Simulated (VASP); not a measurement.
# TaN (P6_3mc) in VASP: notebook, part 2 of 2

VASP 6.6.1. The steps go on from the part before.

### 4 Single point, PBEsol (14.30 Å³/atom)

This run uses another cell than the first one, of 14.30 Å³/atom.

Contents of INCAR:

```
ALGO = Normal
EDIFF = 1E-6
ENCUT = 520
GGA = PS
ISIF = 2
ISMEAR = 0
LASPH = True
LCHARG = False
LREAL = False
LWAVE = False
NBANDS = 24
NELM = 60
PREC = Accurate
SIGMA = 0.15
```

Contents of KPOINTS:

```
k-points
0
Gamma
  18 18 8
```

Contents of POSCAR:

```
TaN
1.0
    3.3751591897      0.0000000000      0.0000000000
   -1.6875795949      2.9229736001      0.0000000000
    0.0000000000      0.0000000000      5.7991985198
Ta N
2 2
Direct
    0.3333333333      0.6666666667      0.0301041378
    0.6666666667      0.3333333333      0.5301041378
    0.3333333333      0.6666666667      0.3548958622
    0.6666666667      0.3333333333      0.8548958622
```

Potentials or basis: VASP PAW PBE potentials, release 64 (Ta_pv, N).

The run is started by

```
$ cat potpaw_PBE.64/Ta_pv/POTCAR potpaw_PBE.64/N/POTCAR > POTCAR
$ mpirun -np 1 vasp_std > vasp.out
```

OUTCAR:

```text
EDIFF = 1E-6
   ENCUT = 520
   GGA = PS
   ISIF = 2
   ISMEAR = 0
   LASPH = True
   LREAL = False
   NELM = 60
   PREC = Accurate

 ion  position               nearest neighbor table
   1  0.333  0.667  0.030-   3 1.88   4 2.20   4 2.20   4 2.20   2 3.49   2 3.49   2 3.49   2 3.49
                             2 3.49   2 3.49
   2  0.667  0.333  0.530-   4 1.88   3 2.20   3 2.20   3 2.20   1 3.49   1 3.49   1 3.49   1 3.49
                             1 3.49   1 3.49
   3  0.333  0.667  0.355-   1 1.88   2 2.20   2 2.20   2 2.20
   4  0.667  0.333  0.855-   2 1.88   1 2.20   1 2.20   1 2.20

  LATTYP: Found a hexagonal cell.
 ALAT       =     3.3751591897
 C/A-ratio  =     1.7182000000

  Lattice vectors:

 A1 = (   3.3751591897,   0.0000000000,   0.0000000000)
 A2 = (  -1.6875795949,   2.9229736001,   0.0000000000)
 A3 = (   0.0000000000,   0.0000000000,   5.7991985198)

Analysis of symmetry for initial positions (statically):
=====================================================================
 Subroutine PRICEL returns:
 Original cell was already a primitive cell.

 Routine SETGRP: Setting up the symmetry group for a
 hexagonal supercell.

 Subroutine GETGRP returns: Found 12 space group operations
 (whereof  6 operations were pure point group operations)
 out of a pool of 24 trial point group operations.

The static configuration has the point symmetry C_3v.
 The point group associated with its full space group is C_6v.

Analysis of symmetry for dynamics (positions and initial velocities):
=====================================================================
 Subroutine PRICEL returns:
 Original cell was already a primitive cell.

 Routine SETGRP: Setting up the symmetry group for a
 hexagonal supercell.

 Subroutine GETGRP returns: Found 12 space group operations
 (whereof  6 operations were pure point group operations)
 out of a pool of 24 trial point group operations.

The dynamic configuration has the point symmetry C_3v.
 The point group associated with its full space group is C_6v.

 Subroutine INISYM returns: Found 12 space group operations
 (whereof  6 operations are pure point group operations),
 and found     1 'primitive' translations

----------------------------------------------------------------------------------------

                                     Primitive cell

  volume of cell :      57.2120

  direct lattice vectors                    reciprocal lattice vectors
     3.375159190  0.000000000  0.000000000     0.296282321  0.171058678  0.000000000
    -1.687579595  2.922973600  0.000000000     0.000000000  0.342117356  0.000000000
     0.000000000  0.000000000  5.799198520     0.000000000  0.000000000  0.172437622

  length of vectors
     3.375159190  3.375159190  5.799198520     0.342117356  0.342117356  0.172437622

  position of ions in fractional coordinates (direct lattice)
     0.333333333  0.666666667  0.030104138
     0.666666667  0.333333333  0.530104138
     0.333333333  0.666666667  0.354895862
     0.666666667  0.333333333  0.854895862

  ion indices of the primitive-cell ions
   primitive index   ion index
                 1           1
                 2           2
[... 25 lines left out ...]
 ===========================================

 Found    185 irreducible k-points:

 Following reciprocal coordinates:
            Coordinates               Weight
  0.000000  0.000000  0.000000      1.000000
  0.055556  0.000000  0.000000      6.000000
  0.111111  0.000000  0.000000      6.000000
  0.166667  0.000000  0.000000      6.000000
  0.222222  0.000000  0.000000      6.000000
  0.277778  0.000000  0.000000      6.000000
[... 16 lines left out ...]
  0.333333  0.111111  0.000000     12.000000
  0.388889  0.111111  0.000000     12.000000
 [... further k-points ...]
   k-points           NKPTS =    185   k-points in BZ     NKDIM =    185   number of bands    NBANDS=     24
   number of dos      NEDOS =    301   number of ions     NIONS =      4
   total plane-waves  NPLWV =  37632
   dimension x,y,z NGX =    28 NGY =   28 NGZ =   48
   dimension x,y,z NGXF=    56 NGYF=   56 NGZF=   96
   ions per type =               2   2
   NGX,Y,Z   is equivalent  to a cutoff of  13.79, 13.79, 13.76 a.u.
   NGXF,Y,Z  is equivalent  to a cutoff of  27.58, 27.58, 27.52 a.u.
 SYSTEM =  unknown system
   PREC   = accura    normal or accurate (medium, high low for compatibility)
   ISTART =      0    job   : 0-new  1-cont  2-samecut
   ICHARG =      2    charge: 1-file 2-atom 10-const
   ISPIN  =      1    spin polarized calculation?
   LNONCOLLINEAR =      F non collinear calculations
   LSORBIT =      F    spin-orbit coupling
   LASPH  =      T    aspherical Exc in radial PAW
   ENCUT  =  520.0 eV  38.22 Ry    6.18 a.u.   6.28  6.28 10.78*2*pi/ulx,y,z
   NELM   =     60;   NELMIN=  2; NELMDL= -5     # of ELM steps
   EDIFF  = 0.1E-05   stopping-criterion for ELM
   LREAL  =      F    real-space projection
   EDIFFG = 0.1E-04   stopping-criterion for IOM
   NSW    =      0    number of steps for IOM
   IBRION =     -1    ionic relax: 0-MD 1-quasi-New 2-CG
   NFREE  =      0    steps in history (QN), initial steepest desc. (CG)
   ISIF   =      2    stress and relaxation
   ISYM   =      2    0-nonsym 1-usesym 2-fastsym
   POTIM  = 0.5000    time-step for ionic-motion
   TEBEG  =    0.0;   TEEND  =   0.0 temperature during run
   PSTRESS=    0.0 pullay stress
   NELECT =      32.0000    total number of electrons
   NUPDOWN=      -1.0000    fix difference up-down
   EMIN   =  10.00;   EMAX   =-10.00  energy-range for DOS
   EFERMI =   0.00;   METHOD = LEGACY
   ISMEAR =     0;   SIGMA  =   0.15  broadening in eV -4-tet -1-fermi 0-gaus
   EFERMI_NEDOS =   21; number of points for ismear=-14 and -15
   IALGO  =     38    algorithm
   IMIX   =      4    mixing-type and parameters
     AMIX     =   0.40;   BMIX     =  1.00
     AMIX_MAG =   1.60;   BMIX_MAG =  1.00
  volume/ion in A,a.u.               =      14.30        96.52
  Fermi-wavevector in a.u.,A,eV,Ry     =   1.348846  2.548950 24.754252  1.819386
  Thomas-Fermi vector in A             =   2.476482
   LORBIT       =      0    0 simple, 1 ext, 2 COOP (PROOUT), +10 PAW based schemes
   GGA     = PS    functional components
   LHFCALC =     F    Hartree Fock is set to
   AEXX    =    0.0000 exact exchange contribution
   IVDW    =     0    specifies the selected vdW correction
   LEPSILON=     F    determine dielectric tensor
   LRPA    =     F    only Hartree local field effects (RPA)
 non-spin polarized calculation
 Gauss-broadening in eV      SIGMA  =   0.15
  energy-cutoff  :      520.00
  volume of cell :       57.21
 maximum number of plane-waves:      1569
 NGX is ok and might be reduce to    28
   NGX = 13   NGY = 13   NGZ = 21

 number of electron      32.0000000 magnetization

 Free energy of the ion-electron system (eV)
  ---------------------------------------------------
  ext. energy  EPLUGINS =         0.00000000
  ---------------------------------------------------
  free energy    TOTEN  =       -44.97132274 eV

  energy without entropy =      -44.96067133  energy(sigma->0) =      -44.96599704

 E-fermi :   5.5343     XC(G=0): -11.8035

 val. band max:        5.5286169151   @ k =   0.1111   0.0556   0.3750
 cond. band min:       5.5369966941   @ k =   0.1667   0.0000   0.3750
 fundamental gap:      0.0083797790
 Fermi energy:         5.5342840510

 k-point     1 :       0.0000    0.0000    0.0000
  band No.  band energies     occupation
      1     -30.1799      2.00000
      2     -29.8394      2.00000
      3     -29.6673      2.00000
      4     -29.6673      2.00000
      5     -29.6266      2.00000
      6     -29.6266      2.00000
[... 637 lines left out ...]
     23      10.3048      0.00000
     24      11.0994      0.00000

 [... further k-points ...]

------------------------ aborting loop because EDIFF is reached ----------------------------------------

  FORCE on cell =-STRESS in cart. coord.  units (eV):
  Direction    XX          YY          ZZ          XY          YZ          ZX
  --------------------------------------------------------------------------------------
  -------------------------------------------------------------------------------------
  Total       -9.3549678     -9.3549678      2.9087257      0.0000000      0.0000000      0.0000000
  in kB     -261.9785595   -261.9785595     81.4565885      0.0000000      0.0000000      0.0000000
  external PRESSURE =    -147.5001769 kB  Pullay stress =       0.0000000 kB

 VOLUME and BASIS-vectors are now :
 -----------------------------------------------------------------------------
  energy-cutoff  :      520.00
  volume of cell :       57.21
      direct lattice vectors                 reciprocal lattice vectors
     3.375159190  0.000000000  0.000000000     0.296282321  0.171058678  0.000000000
    -1.687579595  2.922973600  0.000000000     0.000000000  0.342117356  0.000000000
     0.000000000  0.000000000  5.799198520     0.000000000  0.000000000  0.172437622

 POSITION                                       TOTAL-FORCE (eV/Angst)
 -----------------------------------------------------------------------------------
     -0.00000      1.94865      0.17458         0.000000     -0.000000     -2.240559
      1.68758      0.97432      3.07418        -0.000000      0.000000     -2.240559
     -0.00000      1.94865      2.05811        -0.000000     -0.000000      2.240559
      1.68758      0.97432      4.95771         0.000000     -0.000000      2.240559
 -----------------------------------------------------------------------------------
    total drift:                               -0.000000      0.000000      0.003151

  FREE ENERGIE OF THE ION-ELECTRON SYSTEM (eV)
  ---------------------------------------------------
  free  energy   TOTEN  =       -44.9713227402 eV

  energy  without entropy=      -44.9606713299  energy(sigma->0) =      -44.96599704
```

OSZICAR:

```text
N       E                     dE             d eps       ncg     rms          rms(c)
DAV:   1     0.264853714459E+03    0.26485E+03   -0.17495E+04  8880   0.135E+03
DAV:   2    -0.377063424320E+02   -0.30256E+03   -0.28867E+03 10824   0.390E+02
DAV:   3    -0.515647143281E+02   -0.13858E+02   -0.13611E+02 11232   0.807E+01
DAV:   4    -0.517604312390E+02   -0.19572E+00   -0.19522E+00 10176   0.101E+01
DAV:   5    -0.517638474583E+02   -0.34162E-02   -0.34132E-02 11744   0.110E+00    0.318E+01
DAV:   6    -0.454553669394E+02    0.63085E+01   -0.31972E+01 10432   0.353E+01    0.121E+01
DAV:   7    -0.450477531235E+02    0.40761E+00   -0.20539E+00 10272   0.917E+00    0.841E+00
DAV:   8    -0.449818994338E+02    0.65854E-01   -0.32776E-01 11024   0.418E+00    0.137E+00
DAV:   9    -0.449715258988E+02    0.10374E-01   -0.36400E-02 10760   0.114E+00    0.317E-01
DAV:  10    -0.449713171813E+02    0.20872E-03   -0.16893E-03 11104   0.337E-01    0.648E-02
DAV:  11    -0.449713223050E+02   -0.51237E-05   -0.96144E-05 11544   0.689E-02    0.171E-02
DAV:  12    -0.449713227402E+02   -0.43518E-06   -0.83999E-06 10944   0.219E-02
   1 F= -.44971323E+02 E0= -.44965997E+02  d E =-.106514E-01
```

stdout:

```text
POSCAR found type information on POSCAR TaN
 POSCAR found :  2 types and       4 ions
 scaLAPACK will be used
 -----------------------------------------------------------------------------
|                                                                             |
|                                                                             |
|     You enforced a specific xc type in the INCAR file but a different       |
|     I HOPE YOU KNOW WHAT YOU ARE DOING!                                     |
|                                                                             |
 -----------------------------------------------------------------------------

 LDA part: xc-table for (Slater+PW92), standard interpolation
 POSCAR, INCAR and KPOINTS ok, starting setup
 FFT: planning ... GRIDC
 FFT: planning ... GRID_SOFT
 FFT: planning ... GRID
 WAVECAR not read
 entering main loop
```

It took 1.8 min on 1 thread of Intel Xeon 6975P-C (Granite Rapids), shared host; peak memory 0.35 GiB.

Results:

| Property | Result |
| --- | --- |
| Free energy | -44.9713 eV |
| Pressure | -14.8 GPa |
| Largest force | 2.241 eV/Å |
| Band gap on the k mesh | zero (bands 16 and 17 overlap by 0.76 eV) |

Forces on the atoms (eV/Å):
```
Ta   0.000  0.000 -2.241
Ta   0.000  0.000 -2.241
N    0.000  0.000  2.241
N    0.000  0.000  2.241
```

Caveat: the cell stands under tension; the PAW data sets were made with another functional, which shifts forces and pressure a little; spin-orbit coupling is left out, which moves the levels of the heavy elements.

### 5 The runs side by side

```csv
cell,gap on the mesh (eV),pressure (GPa),largest force (eV/Å)
"a = 3.290, b = 3.290, c = 5.885 Å, angles 90.0, 90.0, 120.0°, 4 atoms",none,-11.5,1.53
"a = 3.118, b = 3.118, c = 6.551 Å, angles 90.0, 90.0, 120.0°, 4 atoms",none,-19.8,0.83
"a = 3.375, b = 3.375, c = 5.799 Å, angles 90.0, 90.0, 120.0°, 4 atoms",none,-14.8,2.24
```

Alike in all rows: task single point; level PBEsol; potentials or basis VASP PAW PBE potentials, release 64 (Ta_pv, N); no spin polarisation; k mesh 18 × 18 × 8; cutoff (eV) 520; smearing gaussian 0.15 eV.

Caveats: the cell stands under tension; the PAW data sets were made with another functional, which shifts forces and pressure a little; spin-orbit coupling is left out, which moves the levels of the heavy elements.

Absolute energies hang on the potentials; compare differences alone.
